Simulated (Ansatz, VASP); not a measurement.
**Two plane-wave programs on Ga**

```xyz
1
Lattice="-1.4266 1.4266 1.4266 1.4266 -1.4266 1.4266 1.4266 1.4266 -1.4266" Properties=species:S:1:pos:R:3 pbc="T T T"
Ga    0.0000    0.0000    0.0000
```

Change from the starting cell: volume scaled by 0.606, to set the pressure.

Alike in both runs: task single point; functional PBE; k mesh 19 × 19 × 19; occupations fermi-dirac, width 0.05 eV; no spin polarisation.

|  | VASP | Ansatz |
| --- | --- | --- |
| version | VASP 6.6.1 | Ansatz 0.2.0 |
| potentials or method | VASP PAW PBE potentials, release 64 (Ga_d) | PAW with Ansatz's default frozen-core files, scalar-relativistic |
| plane-wave cutoff (eV) | 520 | 420 |
| valence electrons in the cell | 13 | 13 |

```csv
,VASP,Ansatz,Ansatz less VASP
pressure (GPa),82.2,81.6,-0.66
```

Both programs put the cell under a high pressure, so it lies far from rest at this level.

Noted on VASP's run: the cell as given lies far from equilibrium.
